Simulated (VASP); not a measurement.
Runs of VASP 6.6.1 on Si2As. The structure is that of space group F-43m (No. 216), or close to it. The cells are those of the table. 

```tsv
task	cell	gap on the mesh (eV)	pressure (GPa)
single point	a = 4.273 Å, angles 60.0°, 3 atoms	none	0.5
single point	a = 4.275 Å, angles 60.0°, 3 atoms	none	(a)
single point	a = 4.273 Å, angles 60.4°, 3 atoms	none	-0.2
relaxation of cell and atoms	relaxed from a = 4.141 Å, angles 60.0°, 3 atoms	none	0.0
```

Alike in all rows: level PBE; potentials or basis VASP PAW PBE potentials, release 64 (Si, As); no spin polarisation; k mesh 6 × 6 × 6; cutoff (eV) 500; smearing gaussian 0.2 eV.

Question: Estimate the missing entries.

Answer: (a) 0.4.

A k mesh can miss the band edges, and the runs leave out spin-orbit coupling on As.

A gap of «none» marks levels without a gap at the run's occupations.
